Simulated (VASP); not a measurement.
Set up this calculation in VASP 6.6.1, as the native input.

```yaml
Task: electric field gradients
Functional: PBE
Potentials_or_basis: VASP PAW PBE potentials, release 64 (B, N)
Cutoff: 520 eV
k_mesh: 11 × 11 × 4
Occupations: fermi-dirac, width 0.02 eV
Spin: no spin polarisation
Dipole_correction: no
Further_INCAR_settings: ALGO = Normal; EDIFF = 1e-08; NBANDS = 16
```

The structure of BN lies in POSCAR:

```
BN
1.0
    2.5039917043      0.0000000000      0.0000000000
   -1.2519958522      2.1685204268      0.0000000000
    0.0000000000      0.0000000000      6.6612000000
B N
2 2
Direct
    0.3333333333      0.6666666667      0.2500000000
    0.6666666667      0.3333333333      0.7500000000
    0.3333333333      0.6666666667      0.7500000000
    0.6666666667      0.3333333333      0.2500000000
```

One way to write it, as run:

INCAR

```
ALGO = Normal ; EDIFF = 1E-8
ENCUT = 520 ; GGA = PE
ISIF = 2 ; ISMEAR = -1
LASPH = True ; LCHARG = False
LEFG = True ; LREAL = False
LWAVE = False ; NBANDS = 16
NELM = 100 ; PREC = Accurate
SIGMA = 0.02
```

KPOINTS

```
k-points
0
Gamma
  11 11 4
```

Potentials or basis: VASP PAW PBE potentials, release 64 (B, N).

Run with:

```console
$ cat potpaw_PBE.64/B/POTCAR potpaw_PBE.64/N/POTCAR > POTCAR
$ mpirun -np 1 vasp_std > vasp.out
```

Results of the run:

```json
{"Pressure": "3.4 GPa", "Band gap on the k mesh": "4.33 eV, indirect (least direct gap 4.67 eV)"}
```

Caveat: without QUAD_EFG the Cq values of the log hold for a quadrupole moment of 1 mb, not for the nuclei; this functional lacks dispersion, which binds the layers, so the pressure and a relaxed spacing across them are unreliable.

Run time: 12 s on 1 thread of Intel(R) Xeon(R) 6975P-C (Granite Rapids), with other jobs on the host, peak memory 0.15 GiB.
